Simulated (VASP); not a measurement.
# GaP (zincblende type) (F-43m) in VASP: a series of runs

GaP (zincblende type) is run at these levels: LDA; tasks: single point, relaxation of cell and atoms.

All numbers are computed with VASP 6.6.1; they aren't measurements. Logs are shortened: lines on timing, memory, paths and dates and some standing lists are left out, and cuts for length are marked.

## Step 1: The cell of the first run

Symmetry: F-43m, No. 216, cubic system. Conventional cell: a = 5.166 Å, b = 5.166 Å, c = 5.166 Å, α = 90.00°, β = 90.00°, γ = 90.00°. Ga (site symmetry -43m) has 4 P at 2.24 Å within 3.0 Å. P (site symmetry -43m) has 4 Ga at 2.24 Å within 3.0 Å.

## Step 2: Single point, LDA (volume scaled by 0.88)

INCAR reads:

```
SYSTEM = GaP
PREC = Accurate
ENCUT = 520
EDIFF = 1E-6
ISMEAR = -1
SIGMA = 0.1
LREAL = .FALSE.
LASPH = .TRUE.
NELM = 100
ALGO = Normal
ISIF = 2
LWAVE = .FALSE.
LCHARG = .FALSE.
NBANDS = 16
```

KPOINTS reads:

```
Automatic mesh
0
G
  13 13 13
  0 0 0
```

POSCAR reads:

```
GaP
1.0
    0.0000000000      2.5831009559      2.5831009559
    2.5831009559      0.0000000000      2.5831009559
    2.5831009559      2.5831009559      0.0000000000
Ga P
1 1
Direct
    0.0000000000      0.0000000000      0.0000000000
    0.2500000000      0.2500000000      0.2500000000
```

Potentials or basis: VASP PAW LDA potentials, release 64 (Ga_d, P).

Run with:

```
> cat potpaw_LDA.64/Ga_d/POTCAR potpaw_LDA.64/P/POTCAR > POTCAR
> mpirun -np 1 vasp_std > vasp.out
```

OUTCAR:

```text
SYSTEM = GaP
   PREC = Accurate
   ENCUT = 520
   EDIFF = 1E-6
   ISMEAR = -1
   LREAL = .FALSE.
   LASPH = .TRUE.
   NELM = 100
   ISIF = 2

 ion  position               nearest neighbor table
   1  0.000  0.000  0.000-   2 2.24   2 2.24   2 2.24   2 2.24
   2  0.250  0.250  0.250-   1 2.24   1 2.24   1 2.24   1 2.24

  LATTYP: Found a face centered cubic cell.
 ALAT       =     5.1662019118

  Lattice vectors:

 A1 = (   0.0000000000,   2.5831009559,   2.5831009559)
 A2 = (   2.5831009559,   0.0000000000,   2.5831009559)
 A3 = (   2.5831009559,   2.5831009559,   0.0000000000)

Analysis of symmetry for initial positions (statically):
=====================================================================
 Subroutine PRICEL returns:
 Original cell was already a primitive cell.

 Routine SETGRP: Setting up the symmetry group for a
 face centered cubic supercell.

 Subroutine GETGRP returns: Found 24 space group operations
 (whereof 24 operations were pure point group operations)
 out of a pool of 48 trial point group operations.

The static configuration has the point symmetry T_d .

Analysis of symmetry for dynamics (positions and initial velocities):
=====================================================================
 Subroutine PRICEL returns:
 Original cell was already a primitive cell.

 Routine SETGRP: Setting up the symmetry group for a
 face centered cubic supercell.

 Subroutine GETGRP returns: Found 24 space group operations
 (whereof 24 operations were pure point group operations)
 out of a pool of 48 trial point group operations.

The dynamic configuration has the point symmetry T_d .

 Subroutine INISYM returns: Found 24 space group operations
 (whereof 24 operations are pure point group operations),
 and found     1 'primitive' translations

----------------------------------------------------------------------------------------

                                     Primitive cell

  volume of cell :      34.4710

  direct lattice vectors                    reciprocal lattice vectors
     0.000000000  2.583100956  2.583100956    -0.193565799  0.193565799  0.193565799
     2.583100956  0.000000000  2.583100956     0.193565799 -0.193565799  0.193565799
     2.583100956  2.583100956  0.000000000     0.193565799  0.193565799 -0.193565799

  length of vectors
     3.653056405  3.653056405  3.653056405     0.335265798  0.335265798  0.335265798

  position of ions in fractional coordinates (direct lattice)
     0.000000000  0.000000000  0.000000000
     0.250000000  0.250000000  0.250000000

  ion indices of the primitive-cell ions
   primitive index   ion index
                 1           1
                 2           2

----------------------------------------------------------------------------------------

 KPOINTS: Automatic mesh

Automatic generation of k-mesh.
 Grid dimensions read from file:
 generate k-points for:   13   13   13

 Generating k-lattice:

  Cartesian coordinates                     Fractional coordinates (reciprocal lattice)
    -0.014889677  0.014889677  0.014889677     0.076923077  0.000000000  0.000000000
     0.014889677 -0.014889677  0.014889677     0.000000000  0.076923077  0.000000000
     0.014889677  0.014889677 -0.014889677     0.000000000  0.000000000  0.076923077

  Length of vectors
     0.025789677  0.025789677  0.025789677

  Shift w.r.t. Gamma in fractional coordinates (k-lattice)
     0.000000000  0.000000000  0.000000000

 Subroutine IBZKPT returns following result:
 ===========================================

 Found     84 irreducible k-points:

 Following reciprocal coordinates:
            Coordinates               Weight
  0.000000  0.000000  0.000000      1.000000
  0.076923  0.000000  0.000000      8.000000
  0.153846  0.000000  0.000000      8.000000
  0.230769  0.000000  0.000000      8.000000
  0.307692  0.000000  0.000000      8.000000
  0.384615  0.000000  0.000000      8.000000
[... 16 lines left out ...]
  0.384615  0.153846  0.000000     24.000000
  0.461538  0.153846  0.000000     24.000000
 [... further k-points ...]
   k-points           NKPTS =     84   k-points in BZ     NKDIM =     84   number of bands    NBANDS=     16
   number of dos      NEDOS =    301   number of ions     NIONS =      2
   total plane-waves  NPLWV =  21952
   dimension x,y,z NGX =    28 NGY =   28 NGZ =   28
   dimension x,y,z NGXF=    56 NGYF=   56 NGZF=   56
   ions per type =               1   1
   NGX,Y,Z   is equivalent  to a cutoff of  12.74, 12.74, 12.74 a.u.
   NGXF,Y,Z  is equivalent  to a cutoff of  25.48, 25.48, 25.48 a.u.
 SYSTEM =  GaP
   PREC   = accura    normal or accurate (medium, high low for compatibility)
   ISTART =      0    job   : 0-new  1-cont  2-samecut
   ICHARG =      2    charge: 1-file 2-atom 10-const
   ISPIN  =      1    spin polarized calculation?
   LNONCOLLINEAR =      F non collinear calculations
   LSORBIT =      F    spin-orbit coupling
   LASPH  =      T    aspherical Exc in radial PAW
   ENCUT  =  520.0 eV  38.22 Ry    6.18 a.u.   6.79  6.79  6.79*2*pi/ulx,y,z
   NELM   =    100;   NELMIN=  2; NELMDL= -5     # of ELM steps
   EDIFF  = 0.1E-05   stopping-criterion for ELM
   LREAL  =      F    real-space projection
   EDIFFG = 0.1E-04   stopping-criterion for IOM
   NSW    =      0    number of steps for IOM
   IBRION =     -1    ionic relax: 0-MD 1-quasi-New 2-CG
   NFREE  =      0    steps in history (QN), initial steepest desc. (CG)
   ISIF   =      2    stress and relaxation
   ISYM   =      2    0-nonsym 1-usesym 2-fastsym
   POTIM  = 0.5000    time-step for ionic-motion
   TEBEG  =    0.0;   TEEND  =   0.0 temperature during run
   PSTRESS=    0.0 pullay stress
   NELECT =      18.0000    total number of electrons
   NUPDOWN=      -1.0000    fix difference up-down
   EMIN   =  10.00;   EMAX   =-10.00  energy-range for DOS
   EFERMI =   0.00;   METHOD = LEGACY
   ISMEAR =    -1;   SIGMA  =   0.10  broadening in eV -4-tet -1-fermi 0-gaus
   EFERMI_NEDOS =   21; number of points for ismear=-14 and -15
   IALGO  =     38    algorithm
   IMIX   =      4    mixing-type and parameters
     AMIX     =   0.40;   BMIX     =  1.00
     AMIX_MAG =   1.60;   BMIX_MAG =  1.00
  volume/ion in A,a.u.               =      17.24       116.31
  Fermi-wavevector in a.u.,A,eV,Ry     =   1.318300  2.491226 23.645771  1.737915
  Thomas-Fermi vector in A             =   2.448280
   LORBIT       =      0    0 simple, 1 ext, 2 COOP (PROOUT), +10 PAW based schemes
   GGA     = CA    functional components
   LHFCALC =     F    Hartree Fock is set to
   AEXX    =    0.0000 exact exchange contribution
   IVDW    =     0    specifies the selected vdW correction
   LEPSILON=     F    determine dielectric tensor
   LRPA    =     F    only Hartree local field effects (RPA)
 non-spin polarized calculation
  energy-cutoff  :      520.00
  volume of cell :       34.47
 maximum number of plane-waves:       946
   NGX = 13   NGY = 13   NGZ = 13

 number of electron      18.0000010 magnetization

 Free energy of the ion-electron system (eV)
  ---------------------------------------------------
  ext. energy  EPLUGINS =         0.00000000
  ---------------------------------------------------
  free energy    TOTEN  =       -10.24903810 eV

  energy without entropy =      -10.24896379  energy(sigma->0) =      -10.24900095

 E-fermi :   6.8636     XC(G=0): -10.9000

 val. band max:        6.3137902780   @ k =   0.0000   0.0000   0.0000
 cond. band min:       7.4311617680   @ k =   0.4615   0.4615   0.0000
 fundamental gap:      1.1173714901
 Fermi energy:         6.8635853430

 k-point     1 :       0.0000    0.0000    0.0000
  band No.  band energies     occupation
      1      -8.7782      2.00000
      2      -8.7782      2.00000
      3      -8.7782      2.00000
      4      -8.6211      2.00000
      5      -8.6211      2.00000
      6      -7.5266      2.00000
[... 8 lines left out ...]
     15      16.3214      0.00000
     16      16.3214      0.00000

 k-point     2 :       0.0769    0.0000    0.0000
  band No.  band energies     occupation
      1      -8.7901      2.00000
      2      -8.7751      2.00000
      3      -8.7751      2.00000
      4      -8.6212      2.00000
      5      -8.6212      2.00000
      6      -7.4298      2.00000
[... 8 lines left out ...]
     15      15.9298      0.00000
     16      15.9990      0.00000

 k-point     3 :       0.1538    0.0000    0.0000
  band No.  band energies     occupation
      1      -8.8189      2.00000
      2      -8.7670      2.00000
      3      -8.7670      2.00000
      4      -8.6212      2.00000
      5      -8.6212      2.00000
      6      -7.1482      2.00000
[... 8 lines left out ...]
     15      15.3885      0.00000
     16      16.7650      0.00000

 k-point     4 :       0.2308    0.0000    0.0000
  band No.  band energies     occupation
      1      -8.8528      2.00000
      2      -8.7567      2.00000
      3      -8.7567      2.00000
      4      -8.6199      2.00000
      5      -8.6199      2.00000
      6      -6.7011      2.00000
[... 8 lines left out ...]
     15      15.2928      0.00000
     16      16.5594      0.00000

 k-point     5 :       0.3077    0.0000    0.0000
  band No.  band energies     occupation
      1      -8.8836      2.00000
      2      -8.7476      2.00000
      3      -8.7476      2.00000
      4      -8.6167      2.00000
      5      -8.6167      2.00000
      6      -6.1183      2.00000
[... 8 lines left out ...]
     15      15.8606      0.00000
     16      16.3450      0.00000

 k-point     6 :       0.3846    0.0000    0.0000
  band No.  band energies     occupation
      1      -8.9064      2.00000
      2      -8.7417      2.00000
      3      -8.7417      2.00000
      4      -8.6123      2.00000
      5      -8.6123      2.00000
      6      -5.4674      2.00000
[... 8 lines left out ...]
     15      16.9563      0.00000
     16      16.9942      0.00000
[... 267 lines left out ...]
 k-point    21 :       0.2308    0.1538    0.0000
  band No.  band energies     occupation
      1      -8.8615      2.00000
      2      -8.7467      2.00000
      3      -8.7449      2.00000
      4      -8.6385      2.00000
      5      -8.6097      2.00000
      6      -6.6991      2.00000
[... 8 lines left out ...]
     15      16.7724      0.00000
     16      18.4481      0.00000

 k-point    22 :       0.3077    0.1538    0.0000
  band No.  band energies     occupation
      1      -8.8845      2.00000
      2      -8.7396      2.00000
      3      -8.7343      2.00000
      4      -8.6404      2.00000
      5      -8.6063      2.00000
      6      -6.2149      2.00000
[... 8 lines left out ...]
     15      17.0712      0.00000
     16      18.2905      0.00000

 k-point    23 :       0.3846    0.1538    0.0000
  band No.  band energies     occupation
      1      -8.9036      2.00000
      2      -8.7350      2.00000
      3      -8.7267      2.00000
      4      -8.6376      2.00000
      5      -8.6039      2.00000
      6      -5.6115      2.00000
[... 8 lines left out ...]
     15      17.8798      0.00000
     16      18.1782      0.00000

 k-point    24 :       0.4615    0.1538    0.0000
  band No.  band energies     occupation
      1      -8.9161      2.00000
      2      -8.7331      2.00000
      3      -8.7229      2.00000
      4      -8.6310      2.00000
      5      -8.6040      2.00000
      6      -4.9858      2.00000
[... 8 lines left out ...]
     15      18.6730      0.00000
     16      19.0970      0.00000

 [... further k-points ...]
[... 5 lines left out ...]
  --------------------------------------------------------------------------------------
  -------------------------------------------------------------------------------------
  Total        3.3094830      3.3094830      3.3094830      0.0000000     -0.0000000     -0.0000000
  in kB      153.8213440    153.8213440    153.8213440      0.0000000     -0.0000000     -0.0000000
  external PRESSURE =     153.8213440 kB  Pullay stress =       0.0000000 kB

 VOLUME and BASIS-vectors are now :
 -----------------------------------------------------------------------------
  energy-cutoff  :      520.00
  volume of cell :       34.47
      direct lattice vectors                 reciprocal lattice vectors
     0.000000000  2.583100956  2.583100956    -0.193565799  0.193565799  0.193565799
     2.583100956  0.000000000  2.583100956     0.193565799 -0.193565799  0.193565799
     2.583100956  2.583100956  0.000000000     0.193565799  0.193565799 -0.193565799

 POSITION                                       TOTAL-FORCE (eV/Angst)
 -----------------------------------------------------------------------------------
      0.00000      0.00000      0.00000         0.000000      0.000000      0.000000
      1.29155      1.29155      1.29155        -0.000000     -0.000000     -0.000000
 -----------------------------------------------------------------------------------
    total drift:                                0.000001      0.000001      0.000001

  FREE ENERGIE OF THE ION-ELECTRON SYSTEM (eV)
  ---------------------------------------------------
  free  energy   TOTEN  =       -10.2490381029 eV

  energy  without entropy=      -10.2489637926  energy(sigma->0) =      -10.24900095
```

It took 22 s on 1 thread of Intel Xeon Platinum 8488C (Sapphire Rapids), shared host; peak memory 0.17 GiB.

Results:

| Property | Result |
| --- | --- |
| Free energy | -10.2490 eV |
| Pressure | 15.4 GPa |
| Band gap on the k mesh | 1.12 eV, indirect (least direct gap 3.01 eV) |

Levels at points of the mesh, in eV from the valence-band top:
```tsv
k point	band 6	band 7	band 8	band 9	band 10	band 11	band 12	band 13
(0.00, 0.00, 0.00)	-13.84	0.00	0.00	0.00	3.01	3.71	3.71	3.71
```

## Step 3: Single point, LDA (volume scaled by 0.94)

INCAR reads:

```
PREC = Accurate
ENCUT = 520
EDIFF = 1E-7
ISMEAR = -1
SIGMA = 0.1
LREAL = F
LASPH = T
NELM = 80
ALGO = Normal
ISIF = 2
LWAVE = F
LCHARG = F
GGA = CA
NBANDS = 16
```

KPOINTS reads:

```
Automatic mesh
0
Gamma
  13 13 13
```

POSCAR reads:

```
GaP
1.0
    0.0000000000      2.6405219009      2.6405219009
    2.6405219009      0.0000000000      2.6405219009
    2.6405219009      2.6405219009      0.0000000000
Ga P
1 1
Direct
    0.0000000000      0.0000000000      0.0000000000
    0.2500000000      0.2500000000      0.2500000000
```

Potentials or basis: VASP PAW LDA potentials, release 64 (Ga_d, P).

Run with:

```
> cat potpaw_LDA.64/Ga_d/POTCAR potpaw_LDA.64/P/POTCAR > POTCAR
> mpirun -np 1 vasp_std > vasp.out
```

Run time: 24 s. Hardware: 1 thread of Intel Xeon Platinum 8488C (Sapphire Rapids), shared host; peak memory 0.17 GiB.

Results (log left out):

```yaml
Free_energy: -10.4069 eV
Pressure: 6.5 GPa
Band_gap_on_the_k_mesh: 1.27 eV, indirect (least direct gap 2.44 eV)
```

Levels at points of the mesh, in eV from the valence-band top:
```csv
k point,band 5,band 6,band 7,band 8,band 9,band 10,band 11,band 12,band 13,band 14
"(0.00, 0.00, 0.00)",-14.77,-13.26,0.00,0.00,0.00,2.44,3.76,3.76,3.76,8.93
```

[end of part 1 of 2]
